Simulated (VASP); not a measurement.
# Li (I4/mmm) in VASP: single point with r2SCAN

Aim: the single point of Li with r2SCAN.

Program: VASP 6.6.1. These are calculated values, not measurements. Logs are shortened: lines on timing, memory, paths and dates and some standing lists are left out, and cuts for length are marked.

### 1 The cell of the first run

The structure is tetragonal, space group I4/mmm (No. 139). Conventional cell: a = 3.109 Å, b = 3.109 Å, c = 2.560 Å, α = 90.00°, β = 90.00°, γ = 90.00°. Within 3.4 Å of Li (site symmetry 4/mmm) lie 14 Li at 2.54 to 3.11 Å.

### 2 Single point, r2SCAN

Contents of POSCAR:

```
Li
1.0
   -1.5546540000      1.5546540000      1.2800250000
    1.5546540000     -1.5546540000      1.2800250000
    1.5546540000      1.5546540000     -1.2800250000
Li
1
Direct
    0.0000000000      0.0000000000      0.0000000000
```

Contents of INCAR.step1:

```
SYSTEM = Li
  PREC = Accurate
  ENCUT = 520
  ISMEAR = -1
  SIGMA = 0.0104
  LREAL = .FALSE.
  LASPH = .TRUE.
  NELM = 80
  NBANDS = 8
  GGA = PE
  ALGO = Normal
  EDIFF = 1E-4
  LWAVE = .TRUE.
  LCHARG = .FALSE.
```

Contents of INCAR.step2:

```
SYSTEM = Li
  PREC = Accurate
  ENCUT = 520
  EDIFF = 1E-7
  ISMEAR = -1
  SIGMA = 0.0104
  LREAL = .FALSE.
  LASPH = .TRUE.
  NELM = 80
  ALGO = Normal
  ISIF = 2
  LWAVE = .FALSE.
  LCHARG = .FALSE.
  METAGGA = R2SCAN
  LMIXTAU = .TRUE.
  NBANDS = 8
  ISTART = 1
```

Contents of KPOINTS:

```
Automatic mesh
0
G
  13 13 13
  0 0 0
```

Potentials or basis: VASP PAW PBE potentials, release 64 (Li_sv).

Run with:

```sh
$ cat potpaw_PBE.64/Li_sv/POTCAR > POTCAR
$ cp INCAR.step1 INCAR
$ mpirun -np 1 vasp_std > vasp.out
$ cp INCAR.step2 INCAR
$ mpirun -np 1 vasp_std > vasp.out
```

OUTCAR:

```text
SYSTEM = Li
   PREC = Accurate
   ENCUT = 520
   EDIFF = 1E-7
   ISMEAR = -1
   LREAL = .FALSE.
   LASPH = .TRUE.
   NELM = 80
   ISIF = 2
   METAGGA = R2SCAN
   ISTART = 1

 ion  position               nearest neighbor table
   1  0.000  0.000  0.000-

  LATTYP: Found a body centered tetragonal cell.
 ALAT       =     3.1093080000
 C/A-ratio  =     0.8233504047

  Lattice vectors:

 A1 = (  -1.5546540000,   1.5546540000,   1.2800250000)
 A2 = (   1.5546540000,  -1.5546540000,   1.2800250000)
 A3 = (   1.5546540000,   1.5546540000,  -1.2800250000)

Analysis of symmetry for initial positions (statically):
=====================================================================
 Subroutine PRICEL returns:
 Original cell was already a primitive cell.

 Routine SETGRP: Setting up the symmetry group for a
 body centered tetragonal supercell.

 Subroutine GETGRP returns: Found 16 space group operations
 (whereof 16 operations were pure point group operations)
 out of a pool of 16 trial point group operations.

The static configuration has the point symmetry D_4h.

Analysis of symmetry for dynamics (positions and initial velocities):
=====================================================================
 Subroutine PRICEL returns:
 Original cell was already a primitive cell.

 Routine SETGRP: Setting up the symmetry group for a
 body centered tetragonal supercell.

 Subroutine GETGRP returns: Found 16 space group operations
 (whereof 16 operations were pure point group operations)
 out of a pool of 16 trial point group operations.

The dynamic configuration has the point symmetry D_4h.

 Subroutine INISYM returns: Found 16 space group operations
 (whereof 16 operations are pure point group operations),
 and found     1 'primitive' translations

----------------------------------------------------------------------------------------

                                     Primitive cell

  volume of cell :      12.3750

  direct lattice vectors                    reciprocal lattice vectors
    -1.554654000  1.554654000  1.280025000     0.000000000  0.321614970  0.390617371
     1.554654000 -1.554654000  1.280025000     0.321614970  0.000000000  0.390617371
     1.554654000  1.554654000 -1.280025000     0.321614970  0.321614970  0.000000000

  length of vectors
     2.544083749  2.544083749  2.544083749     0.505982331  0.505982331  0.454832253

  position of ions in fractional coordinates (direct lattice)
     0.000000000  0.000000000  0.000000000

  ion indices of the primitive-cell ions
   primitive index   ion index
                 1           1

----------------------------------------------------------------------------------------

 KPOINTS: Automatic mesh

Automatic generation of k-mesh.
 Grid dimensions read from file:
 generate k-points for:   13   13   13

 Generating k-lattice:

  Cartesian coordinates                     Fractional coordinates (reciprocal lattice)
     0.000000000  0.024739613  0.030047490     0.076923077  0.000000000  0.000000000
     0.024739613  0.000000000  0.030047490     0.000000000  0.076923077  0.000000000
     0.024739613  0.024739613  0.000000000     0.000000000  0.000000000  0.076923077

  Length of vectors
     0.038921718  0.038921718  0.034987096

  Shift w.r.t. Gamma in fractional coordinates (k-lattice)
     0.000000000  0.000000000  0.000000000

 Subroutine IBZKPT returns following result:
 ===========================================

 Found    196 irreducible k-points:

 Following reciprocal coordinates:
            Coordinates               Weight
  0.000000  0.000000  0.000000      1.000000
  0.076923 -0.000000  0.000000      8.000000
  0.153846 -0.000000  0.000000      8.000000
  0.230769 -0.000000  0.000000      8.000000
  0.307692 -0.000000  0.000000      8.000000
  0.384615 -0.000000  0.000000      8.000000
[... 16 lines left out ...]
  0.384615  0.153846  0.000000     16.000000
  0.461538  0.153846  0.000000     16.000000
 [... further k-points ...]
   k-points           NKPTS =    196   k-points in BZ     NKDIM =    196   number of bands    NBANDS=      8
   number of dos      NEDOS =    301   number of ions     NIONS =      1
   total plane-waves  NPLWV =   8000
   dimension x,y,z NGX =    20 NGY =   20 NGZ =   20
   dimension x,y,z NGXF=    40 NGYF=   40 NGZF=   40
   ions per type =               1
   NGX,Y,Z   is equivalent  to a cutoff of  13.07, 13.07, 13.07 a.u.
   NGXF,Y,Z  is equivalent  to a cutoff of  26.14, 26.14, 26.14 a.u.
 SYSTEM =  Li
   PREC   = accura    normal or accurate (medium, high low for compatibility)
   ISTART =      1    job   : 0-new  1-cont  2-samecut
   ICHARG =      0    charge: 1-file 2-atom 10-const
   ISPIN  =      1    spin polarized calculation?
   LNONCOLLINEAR =      F non collinear calculations
   LSORBIT =      F    spin-orbit coupling
   LASPH  =      T    aspherical Exc in radial PAW
   ENCUT  =  520.0 eV  38.22 Ry    6.18 a.u.   4.73  4.73  4.73*2*pi/ulx,y,z
   NELM   =     80;   NELMIN=  2; NELMDL=  0     # of ELM steps
   EDIFF  = 0.1E-06   stopping-criterion for ELM
   LREAL  =      F    real-space projection
   EDIFFG = 0.1E-05   stopping-criterion for IOM
   NSW    =      0    number of steps for IOM
   IBRION =     -1    ionic relax: 0-MD 1-quasi-New 2-CG
   NFREE  =      0    steps in history (QN), initial steepest desc. (CG)
   ISIF   =      2    stress and relaxation
   ISYM   =      2    0-nonsym 1-usesym 2-fastsym
   POTIM  = 0.5000    time-step for ionic-motion
   TEBEG  =    0.0;   TEEND  =   0.0 temperature during run
   PSTRESS=    0.0 pullay stress
   NELECT =       3.0000    total number of electrons
   NUPDOWN=      -1.0000    fix difference up-down
   EMIN   =  10.00;   EMAX   =-10.00  energy-range for DOS
   EFERMI =   0.00;   METHOD = LEGACY
   ISMEAR =    -1;   SIGMA  =   0.01  broadening in eV -4-tet -1-fermi 0-gaus
   EFERMI_NEDOS =   21; number of points for ismear=-14 and -15
   IALGO  =     38    algorithm
   IMIX   =      4    mixing-type and parameters
     AMIX     =   0.40;   BMIX     =  1.00
     AMIX_MAG =   1.60;   BMIX_MAG =  1.00
  volume/ion in A,a.u.               =      12.38        83.51
  Fermi-wavevector in a.u.,A,eV,Ry     =   1.020783  1.928999 14.177232  1.041997
  Thomas-Fermi vector in A             =   2.154371
   LORBIT       =      0    0 simple, 1 ext, 2 COOP (PROOUT), +10 PAW based schemes
   METAGGA = R2SCAN    functional components
   LHFCALC =     F    Hartree Fock is set to
   AEXX    =    0.0000 exact exchange contribution
   IVDW    =     0    specifies the selected vdW correction
   LEPSILON=     F    determine dielectric tensor
   LRPA    =     F    only Hartree local field effects (RPA)
 non-spin polarized calculation
  energy-cutoff  :      520.00
  volume of cell :       12.38
 maximum number of plane-waves:       343
   NGX =  9   NGY =  9   NGZ =  9

 number of electron       3.0000002 magnetization

 Free energy of the ion-electron system (eV)
  ---------------------------------------------------
  ext. energy  EPLUGINS =         0.00000000
  ---------------------------------------------------
  free energy    TOTEN  =        -2.06999292 eV

  energy without entropy =       -2.06974383  energy(sigma->0) =       -2.06986837

 E-fermi :   2.3687     XC(G=0):  -8.8714

 val. band max:        2.3655427937   @ k =  -0.3846   0.4615   0.1538
 cond. band min:       2.4060799238   @ k =   0.3077   0.1538  -0.0000
 fundamental gap:      0.0405371300
 Fermi energy:         2.3686908757

 k-point     1 :       0.0000    0.0000    0.0000
  band No.  band energies     occupation
      1     -45.1745      2.00000
      2      -2.0357      2.00000
      3      23.2338      0.00000
      4      23.2340      0.00000
      5      26.0544      0.00000
      6      27.3380      0.00000
      7      29.2144      0.00000
      8      33.4347      0.00000

 k-point     2 :       0.0769   -0.0000    0.0000
  band No.  band energies     occupation
      1     -45.1666      2.00000
      2      -1.8895      2.00000
      3      22.0269      0.00000
      4      22.9280      0.00000
      5      25.5822      0.00000
      6      27.3484      0.00000
      7      29.6913      0.00000
      8      30.5310      0.00000

 k-point     3 :       0.1538   -0.0000    0.0000
  band No.  band energies     occupation
      1     -45.1445      2.00000
      2      -1.4431      2.00000
      3      20.3802      0.00000
      4      21.7359      0.00000
      5      22.3172      0.00000
      6      26.5223      0.00000
      7      27.9970      0.00000
      8      31.4879      0.00000

 k-point     4 :       0.2308   -0.0000    0.0000
  band No.  band energies     occupation
      1     -45.1133      2.00000
      2      -0.6863      2.00000
      3      17.8884      0.00000
      4      19.0533      0.00000
      5      20.9587      0.00000
      6      24.2938      0.00000
      7      27.5491      0.00000
      8      32.6408      0.00000

 k-point     5 :       0.3077   -0.0000    0.0000
  band No.  band energies     occupation
      1     -45.0803      2.00000
      2       0.3778      2.00000
      3      14.1657      0.00000
      4      18.1159      0.00000
      5      19.8708      0.00000
      6      22.4418      0.00000
      7      27.5977      0.00000
      8      33.4908      0.00000

 k-point     6 :       0.3846   -0.0000    0.0000
  band No.  band energies     occupation
      1     -45.0529      2.00000
      2       1.6858      2.00000
      3      11.0225      0.00000
      4      17.5519      0.00000
      5      19.0796      0.00000
      6      21.1254      0.00000
      7      27.8517      0.00000
      8      34.2262      0.00000

 k-point     7 :       0.4615   -0.0000    0.0000
  band No.  band energies     occupation
      1     -45.0374      2.00000
      2       2.8838      0.00000
      3       8.8930      0.00000
      4      17.3025      0.00000
      5      18.6682      0.00000
      6      20.4306      0.00000
      7      28.0950      0.00000
      8      34.3768      0.00000

 k-point     8 :       0.0769    0.0769    0.0000
  band No.  band energies     occupation
      1     -45.1496      2.00000
      2      -1.5623      2.00000
      3      21.0034      0.00000
      4      22.7537      0.00000
      5      23.3865      0.00000
      6      26.4923      0.00000
      7      27.2320      0.00000
      8      30.3610      0.00000

 k-point     9 :       0.1538    0.0769    0.0000
  band No.  band energies     occupation
      1     -45.1218      2.00000
      2      -0.9307      2.00000
      3      19.2664      0.00000
      4      20.1070      0.00000
      5      21.0733      0.00000
      6      25.1820      0.00000
      7      27.0142      0.00000
      8      30.1301      0.00000

 k-point    10 :       0.2308    0.0769    0.0000
  band No.  band energies     occupation
      1     -45.0894      2.00000
      2       0.0133      2.00000
      3      15.6576      0.00000
      4      18.7819      0.00000
      5      19.2892      0.00000
      6      24.0477      0.00000
      7      26.8206      0.00000
      8      31.2541      0.00000
[... 78 lines left out ...]
 k-point    18 :      -0.1538    0.0769    0.0000
  band No.  band energies     occupation
      1     -45.1555      2.00000
      2      -1.6534      2.00000
      3      19.0358      0.00000
      4      22.9169      0.00000
      5      24.3695      0.00000
      6      28.1129      0.00000
      7      29.5812      0.00000
      8      30.1514      0.00000

 k-point    19 :      -0.0769    0.0769    0.0000
  band No.  band energies     occupation
      1     -45.1687      2.00000
      2      -1.9199      2.00000
      3      20.7375      0.00000
      4      23.3589      0.00000
      5      26.6461      0.00000
      6      27.7662      0.00000
      7      29.2954      0.00000
      8      32.0888      0.00000

 k-point    20 :       0.1538    0.1538    0.0000
  band No.  band energies     occupation
      1     -45.0927      2.00000
      2      -0.1070      2.00000
      3      16.9048      0.00000
      4      17.6814      0.00000
      5      19.3400      0.00000
      6      26.1986      0.00000
      7      26.8210      0.00000
      8      28.8893      0.00000

 k-point    21 :       0.2308    0.1538    0.0000
  band No.  band energies     occupation
      1     -45.0641      2.00000
      2       1.0277      2.00000
      3      13.4648      0.00000
      4      16.0562      0.00000
      5      18.4979      0.00000
      6      26.2598      0.00000
      7      26.3525      0.00000
      8      30.4827      0.00000

 k-point    22 :       0.3077    0.1538   -0.0000
  band No.  band energies     occupation
      1     -45.0422      2.00000
      2       2.4061      0.05345
      3      10.4118      0.00000
      4      14.9466      0.00000
      5      18.0395      0.00000
      6      25.5117      0.00000
      7      26.8532      0.00000
      8      32.6038      0.00000

 k-point    23 :       0.3846    0.1538    0.0000
  band No.  band energies     occupation
      1     -45.0322      2.00000
      2       3.6017      0.00000
      3       8.3750      0.00000
      4      14.3025      0.00000
      5      17.9572      0.00000
      6      25.1517      0.00000
      7      27.7722      0.00000
      8      33.7770      0.00000

 k-point    24 :       0.4615    0.1538    0.0000
  band No.  band energies     occupation
      1     -45.0363      2.00000
      2       3.2762      0.00000
      3       8.6839      0.00000
      4      14.1694      0.00000
      5      18.2737      0.00000
      6      25.1681      0.00000
      7      28.9624      0.00000
      8      34.1266      0.00000

 [... further k-points ...]
[... 5 lines left out ...]
  --------------------------------------------------------------------------------------
  -------------------------------------------------------------------------------------
  Total        1.2651378      1.2651378      1.3121662      0.0000000      0.0000000      0.0000000
  in kB      163.7956950    163.7956950    169.8843902      0.0000000      0.0000000      0.0000000
  external PRESSURE =     165.8252600 kB  Pullay stress =       0.0000000 kB

 VOLUME and BASIS-vectors are now :
 -----------------------------------------------------------------------------
  energy-cutoff  :      520.00
  volume of cell :       12.38
      direct lattice vectors                 reciprocal lattice vectors
    -1.554654000  1.554654000  1.280025000     0.000000000  0.321614970  0.390617371
     1.554654000 -1.554654000  1.280025000     0.321614970  0.000000000  0.390617371
     1.554654000  1.554654000 -1.280025000     0.321614970  0.321614970  0.000000000

 POSITION                                       TOTAL-FORCE (eV/Angst)
 -----------------------------------------------------------------------------------
      0.00000      0.00000      0.00000         0.000000      0.000000      0.000000
 -----------------------------------------------------------------------------------
    total drift:                                0.000000     -0.000000      0.000000

  FREE ENERGIE OF THE ION-ELECTRON SYSTEM (eV)
  ---------------------------------------------------
  free  energy   TOTEN  =        -2.0699929219 eV

  energy  without entropy=       -2.0697438251  energy(sigma->0) =       -2.06986837
```

It took 2 min on 1 thread of Intel Xeon Platinum 8259CL at 2.50GHz (Skylake/Cascade Lake), shared host; peak memory 0.13 GiB.

Results:

* Free energy: -2.0700 eV
* Band gap on the k mesh: zero (an odd number of electrons rules out a gap without spin polarisation)

Levels at points of the mesh, in eV from the Fermi level:
```tsv
k point	band 1	band 2	band 3	band 4	band 5	band 6	band 7
(0.00, 0.00, 0.00)	-47.54	-4.40	20.87	20.87	23.69	24.97	26.85
```

Caveat: the cutoff is under 1.25 times the usual one of these potentials, so pressure, stress and relaxed cells hold a basis-set (Pulay) error; the PAW data sets were made with another functional, which shifts forces and pressure a little.
